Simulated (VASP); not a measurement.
**CdSb2C: single point with PBE**

CdSb2C:

```
Cd Sb C
1.0
    -3.04117    3.04117    5.09637
     3.04117   -3.04117    5.09637
     3.04117    3.04117   -5.09637
Cd Sb C
2 4 2
Cartesian
  0.0000 0.0000 0.0000
  0.0000 3.0412 2.5482
  1.9919 1.5206 1.2741
  1.5206 -1.0493 3.8223
  1.0493 1.5206 6.3705
  -1.5206 1.0493 3.8223
  0.0000 0.0000 5.0964
  3.0412 0.0000 2.5482
```

```yaml
Program: VASP 6.6.1
Task: single point
Functional: PBE
Potentials_or_basis: VASP PAW PBE potentials, release 64 (Cd, Sb, C)
Cutoff: 520 eV
k_mesh: 6 × 6 × 6
Occupations: fermi-dirac, width 0.02 eV
Spin: no spin polarisation
```

```yaml
Pressure: 2.2 GPa
Largest_force: 0.072 eV/Å
Band_gap_on_the_k_mesh: 0.17 eV (least direct gap 0.28 eV)
```

Forces on the atoms (eV/Å):
```
Cd   0.000  0.000  0.000
Cd   0.000  0.000  0.000
Sb  -0.072  0.000  0.000
Sb   0.000 -0.072  0.000
Sb   0.072  0.000  0.000
Sb   0.000  0.072  0.000
C    0.000  0.000  0.000
C    0.000  0.000  0.000
```

Stress tensor (GPa, compression positive):
```
2.29 0.00 0.00
0.00 2.29 0.00
0.00 0.00 1.94
```

Levels at points of the mesh, in eV from the valence-band top:
| k point | band 22 | band 23 | band 24 | band 25 | band 26 | band 27 | band 28 | band 29 | band 30 | band 31 |
| --- | --- | --- | --- | --- | --- | --- | --- | --- | --- | --- |
| (0.00, 0.00, 0.00) | -2.29 | -2.29 | -0.38 | -0.38 | -0.11 | 0.17 | 0.42 | 0.50 | 2.54 | 2.54 |
| (0.50, 0.00, 0.00) | -3.09 | -2.19 | -1.72 | -0.72 | -0.32 | 1.42 | 1.51 | 2.17 | 2.38 | 3.16 |
| (0.50, 0.50, 0.00) | -2.39 | -1.35 | -1.35 | -0.58 | -0.58 | 0.58 | 0.58 | 1.99 | 1.99 | 3.11 |
| (0.50, 0.50, 0.50) | -2.42 | -2.28 | -2.28 | -0.40 | -0.40 | 0.66 | 0.66 | 1.91 | 1.91 | 2.37 |

It took 7.5 min on 1 thread of Intel Xeon 8259CL (shared host), peak memory 0.46 GiB.

Caveat: spin-orbit coupling is left out, which moves the levels of the heavy elements. A k mesh can miss the band edges.
